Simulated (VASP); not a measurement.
# BiB (Pnma) in VASP: single point with LDA

Aim: the single point of BiB with LDA.

Everything below comes from runs of VASP 6.6.1. Logs are shortened: lines on timing, memory, paths and dates and some standing lists are left out, and cuts for length are marked.

## 1. The cell of the first run

It takes space group Pnma (No. 62, orthorhombic). The conventional cell has a = 6.258 Å, b = 3.155 Å, c = 7.852 Å, α = 90.00°, β = 90.00°, γ = 90.00°. Within 3.5 Å of Bi (site symmetry m) lie 6 B at 2.55 to 3.28 Å and 6 Bi at 3.15 to 3.43 Å. Within 2.2 Å of B (site symmetry m) lie 2 B at 1.63 Å.

## 2. Single point, LDA

Input file INCAR:

```
SYSTEM = BiB
PREC = Accurate
ENCUT = 500
EDIFF = 1E-6
ISMEAR = -1
SIGMA = 0.1
LREAL = .FALSE.
LASPH = .TRUE.
NELM = 120
ALGO = Normal
ISIF = 2
LWAVE = .FALSE.
LCHARG = .FALSE.
GGA = CA
NBANDS = 46
GGA_COMPAT = .FALSE.
```

Input file KPOINTS:

```
regular mesh
0
G
  5 4 7
  0 0 0
```

Input file POSCAR:

```
BiB
1.0
    7.8521587963      0.0000000000      0.0000000000
    0.0000000000      6.2581677336      0.0000000000
    0.0000000000      0.0000000000      3.1548221922
Bi B
4 4
Direct
    0.1681691945      0.1207779174      0.2500000000
    0.8318308055      0.8792220826      0.7500000000
    0.6681691945      0.3792220826      0.7500000000
    0.3318308055      0.6207779174      0.2500000000
    0.4759655760     -0.0098616201      0.2500000000
    0.5240344240      1.0098616201      0.7500000000
   -0.0240344240      0.5098616201      0.7500000000
    1.0240344240      0.4901383799      0.2500000000
```

Potentials or basis: VASP PAW LDA potentials, release 64 (Bi_d, B).

On the command line:

```sh
$ cat potpaw_LDA.64/Bi_d/POTCAR potpaw_LDA.64/B/POTCAR > POTCAR
$ mpirun -np 1 vasp_std > vasp.out
```

OUTCAR:

```text
SYSTEM = BiB
   PREC = Accurate
   ENCUT = 500
   EDIFF = 1E-6
   ISMEAR = -1
   LREAL = .FALSE.
   LASPH = .TRUE.
   NELM = 120
   ISIF = 2
   GGA = CA

 ion  position               nearest neighbor table
   1  0.168  0.121  0.250-   5 2.55   8 2.57   4 3.38   4 3.38   2 3.43   2 3.43
   2  0.832  0.879  0.750-   6 2.55   7 2.57   3 3.38   3 3.38   1 3.43   1 3.43
   3  0.668  0.379  0.750-   7 2.55   6 2.57   2 3.38   2 3.38   4 3.43   4 3.43
   4  0.332  0.621  0.250-   8 2.55   5 2.57   1 3.38   1 3.38   3 3.43   3 3.43
   5  0.476  0.990  0.250-   6 1.63   6 1.63   1 2.55   4 2.57
   6  0.524  0.010  0.750-   5 1.63   5 1.63   2 2.55   3 2.57
   7  0.976  0.510  0.750-   8 1.63   8 1.63   3 2.55   2 2.57
   8  0.024  0.490  0.250-   7 1.63   7 1.63   4 2.55   1 2.57

  LATTYP: Found a simple orthorhombic cell.
 ALAT       =     3.1548221922
 B/A-ratio  =     1.9836831848
 C/A-ratio  =     2.4889386209

  Lattice vectors:

 A1 = (   0.0000000000,   0.0000000000,  -3.1548221922)
 A2 = (   0.0000000000,   6.2581677336,   0.0000000000)
 A3 = (   7.8521587963,   0.0000000000,   0.0000000000)

Analysis of symmetry for initial positions (statically):
=====================================================================
 Subroutine PRICEL returns:
 Original cell was already a primitive cell.

 Routine SETGRP: Setting up the symmetry group for a
 simple orthorhombic supercell.

 Subroutine GETGRP returns: Found  8 space group operations
 (whereof  2 operations were pure point group operations)
 out of a pool of  8 trial point group operations.

The static configuration has the point symmetry S_2 .
 The point group associated with its full space group is D_2h.

Analysis of symmetry for dynamics (positions and initial velocities):
=====================================================================
 Subroutine PRICEL returns:
 Original cell was already a primitive cell.

 Routine SETGRP: Setting up the symmetry group for a
 simple orthorhombic supercell.

 Subroutine GETGRP returns: Found  8 space group operations
 (whereof  2 operations were pure point group operations)
 out of a pool of  8 trial point group operations.

The dynamic configuration has the point symmetry S_2 .
 The point group associated with its full space group is D_2h.

 Subroutine INISYM returns: Found  8 space group operations
 (whereof  2 operations are pure point group operations),
 and found     1 'primitive' translations

----------------------------------------------------------------------------------------

                                     Primitive cell

  volume of cell :     155.0284

  direct lattice vectors                    reciprocal lattice vectors
     7.852158796  0.000000000  0.000000000     0.127353512  0.000000000  0.000000000
     0.000000000  6.258167734  0.000000000     0.000000000  0.159791179  0.000000000
     0.000000000  0.000000000  3.154822192     0.000000000  0.000000000  0.316975075

  length of vectors
     7.852158796  6.258167734  3.154822192     0.127353512  0.159791179  0.316975075

  position of ions in fractional coordinates (direct lattice)
     0.168169195  0.120777917  0.250000000
     0.831830805  0.879222083  0.750000000
     0.668169195  0.379222083  0.750000000
     0.331830805  0.620777917  0.250000000
     0.475965576  0.990138380  0.250000000
     0.524034424  0.009861620  0.750000000
     0.975965576  0.509861620  0.750000000
     0.024034424  0.490138380  0.250000000

  ion indices of the primitive-cell ions
   primitive index   ion index
                 1           1
                 2           2
                 3           3
                 4           4
                 5           5
                 6           6
                 7           7
                 8           8

----------------------------------------------------------------------------------------

 KPOINTS: regular mesh

Automatic generation of k-mesh.
 Grid dimensions read from file:
 generate k-points for:    5    4    7

 Generating k-lattice:

  Cartesian coordinates                     Fractional coordinates (reciprocal lattice)
     0.025470702  0.000000000  0.000000000     0.200000000  0.000000000  0.000000000
     0.000000000  0.039947795  0.000000000     0.000000000  0.250000000  0.000000000
     0.000000000  0.000000000  0.045282154     0.000000000  0.000000000  0.142857143

  Length of vectors
     0.025470702  0.039947795  0.045282154

  Shift w.r.t. Gamma in fractional coordinates (k-lattice)
     0.000000000  0.000000000  0.000000000

 Subroutine IBZKPT returns following result:
 ===========================================

 Found     36 irreducible k-points:

 Following reciprocal coordinates:
            Coordinates               Weight
  0.000000  0.000000  0.000000      1.000000
  0.200000  0.000000  0.000000      2.000000
  0.400000  0.000000  0.000000      2.000000
  0.000000  0.250000  0.000000      2.000000
  0.200000  0.250000  0.000000      4.000000
  0.400000  0.250000  0.000000      4.000000
[... 16 lines left out ...]
  0.200000  0.250000  0.285714      8.000000
  0.400000  0.250000  0.285714      8.000000
 [... further k-points ...]
   k-points           NKPTS =     36   k-points in BZ     NKDIM =     36   number of bands    NBANDS=     46
   number of dos      NEDOS =    301   number of ions     NIONS =      8
   total plane-waves  NPLWV =  69120
   dimension x,y,z NGX =    60 NGY =   48 NGZ =   24
   dimension x,y,z NGXF=   120 NGYF=   96 NGZF=   48
   ions per type =               4   4
   NGX,Y,Z   is equivalent  to a cutoff of  12.70, 12.75, 12.65 a.u.
   NGXF,Y,Z  is equivalent  to a cutoff of  25.41, 25.50, 25.29 a.u.
 SYSTEM =  BiB
   PREC   = accura    normal or accurate (medium, high low for compatibility)
   ISTART =      0    job   : 0-new  1-cont  2-samecut
   ICHARG =      2    charge: 1-file 2-atom 10-const
   ISPIN  =      1    spin polarized calculation?
   LNONCOLLINEAR =      F non collinear calculations
   LSORBIT =      F    spin-orbit coupling
   LASPH  =      T    aspherical Exc in radial PAW
   ENCUT  =  500.0 eV  36.75 Ry    6.06 a.u.  14.32 11.41  5.75*2*pi/ulx,y,z
   NELM   =    120;   NELMIN=  2; NELMDL= -5     # of ELM steps
   EDIFF  = 0.1E-05   stopping-criterion for ELM
   LREAL  =      F    real-space projection
   EDIFFG = 0.1E-04   stopping-criterion for IOM
   NSW    =      0    number of steps for IOM
   IBRION =     -1    ionic relax: 0-MD 1-quasi-New 2-CG
   NFREE  =      0    steps in history (QN), initial steepest desc. (CG)
   ISIF   =      2    stress and relaxation
   ISYM   =      2    0-nonsym 1-usesym 2-fastsym
   POTIM  = 0.5000    time-step for ionic-motion
   TEBEG  =    0.0;   TEEND  =   0.0 temperature during run
   PSTRESS=    0.0 pullay stress
   NELECT =      72.0000    total number of electrons
   NUPDOWN=      -1.0000    fix difference up-down
   EMIN   =  10.00;   EMAX   =-10.00  energy-range for DOS
   EFERMI =   0.00;   METHOD = LEGACY
   ISMEAR =    -1;   SIGMA  =   0.10  broadening in eV -4-tet -1-fermi 0-gaus
   EFERMI_NEDOS =   21; number of points for ismear=-14 and -15
   IALGO  =     38    algorithm
   IMIX   =      4    mixing-type and parameters
     AMIX     =   0.40;   BMIX     =  1.00
     AMIX_MAG =   1.60;   BMIX_MAG =  1.00
  volume/ion in A,a.u.               =      19.38       130.77
  Fermi-wavevector in a.u.,A,eV,Ry     =   1.267794  2.395783 21.868658  1.607301
  Thomas-Fermi vector in A             =   2.400923
   LORBIT       =      0    0 simple, 1 ext, 2 COOP (PROOUT), +10 PAW based schemes
   GGA     = CA    functional components
   LHFCALC =     F    Hartree Fock is set to
   AEXX    =    0.0000 exact exchange contribution
   IVDW    =     0    specifies the selected vdW correction
   LEPSILON=     F    determine dielectric tensor
   LRPA    =     F    only Hartree local field effects (RPA)
 non-spin polarized calculation
  energy-cutoff  :      500.00
  volume of cell :      155.03
 maximum number of plane-waves:      3962
 NGX is ok and might be reduce to    60
   NGX = 29   NGY = 23   NGZ = 11

 number of electron      72.0000008 magnetization

 Free energy of the ion-electron system (eV)
  ---------------------------------------------------
  ext. energy  EPLUGINS =         0.00000000
  ---------------------------------------------------
  free energy    TOTEN  =       -43.98977353 eV

  energy without entropy =      -43.88393246  energy(sigma->0) =      -43.93685300

 E-fermi :   7.1467     XC(G=0): -10.7181

 val. band max:        7.1437980905   @ k =   0.0000   0.2500   0.4286
 cond. band min:       7.1983881327   @ k =   0.4000   0.5000   0.2857
 fundamental gap:      0.0545900421
 Fermi energy:         7.1467351377

 k-point     1 :       0.0000    0.0000    0.0000
  band No.  band energies     occupation
      1     -15.8801      2.00000
      2     -15.8591      2.00000
      3     -15.8266      2.00000
      4     -15.8030      2.00000
      5     -15.6584      2.00000
      6     -15.6427      2.00000
[... 38 lines left out ...]
     45      12.9407      0.00000
     46      13.3061      0.00000

 k-point     2 :       0.2000    0.0000    0.0000
  band No.  band energies     occupation
      1     -15.8787      2.00000
      2     -15.8622      2.00000
      3     -15.8233      2.00000
      4     -15.8047      2.00000
      5     -15.6573      2.00000
      6     -15.6455      2.00000
[... 38 lines left out ...]
     45      13.0201      0.00000
     46      13.1916      0.00000

 k-point     3 :       0.4000    0.0000    0.0000
  band No.  band energies     occupation
      1     -15.8746      2.00000
      2     -15.8686      2.00000
      3     -15.8163      2.00000
      4     -15.8094      2.00000
      5     -15.6543      2.00000
      6     -15.6502      2.00000
[... 38 lines left out ...]
     45      13.1715      0.00000
     46      13.3525      0.00000

 k-point     4 :       0.0000    0.2500    0.0000
  band No.  band energies     occupation
      1     -15.8730      2.00000
      2     -15.8512      2.00000
      3     -15.8343      2.00000
      4     -15.8108      2.00000
      5     -15.6829      2.00000
      6     -15.6745      2.00000
[... 920 lines left out ...]
     45      11.9315      0.00000
     46      12.4301      0.00000

 k-point    23 :       0.2000    0.2500    0.2857
  band No.  band energies     occupation
      1     -15.6898      2.00000
      2     -15.6812      2.00000
      3     -15.6763      2.00000
      4     -15.6724      2.00000
      5     -15.6567      2.00000
      6     -15.6448      2.00000
[... 38 lines left out ...]
     45      12.1337      0.00000
     46      12.2470      0.00000

 k-point    24 :       0.4000    0.2500    0.2857
  band No.  band energies     occupation
      1     -15.6862      2.00000
      2     -15.6810      2.00000
      3     -15.6780      2.00000
      4     -15.6743      2.00000
      5     -15.6575      2.00000
      6     -15.6525      2.00000
[... 38 lines left out ...]
     45      12.2582      0.00000
     46      12.4735      0.00000

 [... further k-points ...]

------------------------ aborting loop because EDIFF is reached ----------------------------------------

  FORCE on cell =-STRESS in cart. coord.  units (eV):
  Direction    XX          YY          ZZ          XY          YZ          ZX
  --------------------------------------------------------------------------------------
  -------------------------------------------------------------------------------------
  Total        0.1309284      0.0823559      0.1106190      0.0000000     -0.0000000      0.0000000
  in kB        1.3531106      0.8511264      1.1432187      0.0000000     -0.0000000      0.0000000
  external PRESSURE =       1.1158186 kB  Pullay stress =       0.0000000 kB

 VOLUME and BASIS-vectors are now :
 -----------------------------------------------------------------------------
  energy-cutoff  :      500.00
  volume of cell :      155.03
      direct lattice vectors                 reciprocal lattice vectors
     7.852158796  0.000000000  0.000000000     0.127353512  0.000000000  0.000000000
     0.000000000  6.258167734  0.000000000     0.000000000  0.159791179  0.000000000
     0.000000000  0.000000000  3.154822192     0.000000000  0.000000000  0.316975075

 POSITION                                       TOTAL-FORCE (eV/Angst)
 -----------------------------------------------------------------------------------
      1.32049      0.75585      0.78871         0.000583      0.001117     -0.000000
      6.53167      5.50232      2.36612        -0.000583     -0.001117      0.000000
      5.24657      2.37324      2.36612         0.000583     -0.001117      0.000000
      2.60559      3.88493      0.78871        -0.000583      0.001117      0.000000
      3.73736      6.19645      0.78871         0.000468      0.001894      0.000000
      4.11480      0.06172      2.36612        -0.000468     -0.001894     -0.000000
      7.66344      3.19080      2.36612         0.000468     -0.001894      0.000000
      0.18872      3.06737      0.78871        -0.000468      0.001894      0.000000
 -----------------------------------------------------------------------------------
    total drift:                                0.000000     -0.000000     -0.000000

  FREE ENERGIE OF THE ION-ELECTRON SYSTEM (eV)
  ---------------------------------------------------
  free  energy   TOTEN  =       -43.9897735317 eV

  energy  without entropy=      -43.8839324641  energy(sigma->0) =      -43.93685300
```

Run time: 5.6 min. Hardware: 1 thread of Oxide Virtual Turin-like, shared host; peak memory 0.28 GiB.

What came out:

```
Free energy            : -43.9898 eV
Pressure               : 0.1 GPa
Band gap on the k mesh : zero (bands 36 and 37 overlap by 3.03 eV)
```

Levels at points of the mesh, in eV from the Fermi level:
```csv
k point,band 34,band 35,band 36,band 37,band 38,band 39
"(0.00, 0.00, 0.00)",-1.22,0.23,0.98,1.67,3.59,4.42
"(0.00, 0.50, 0.00)",-1.86,-0.40,-0.40,1.66,1.66,4.64
```

Caveat: spin-orbit coupling is left out, which moves the levels of the heavy elements.

The gap in the log of VASP goes by the Fermi energy; the results here count the filled bands.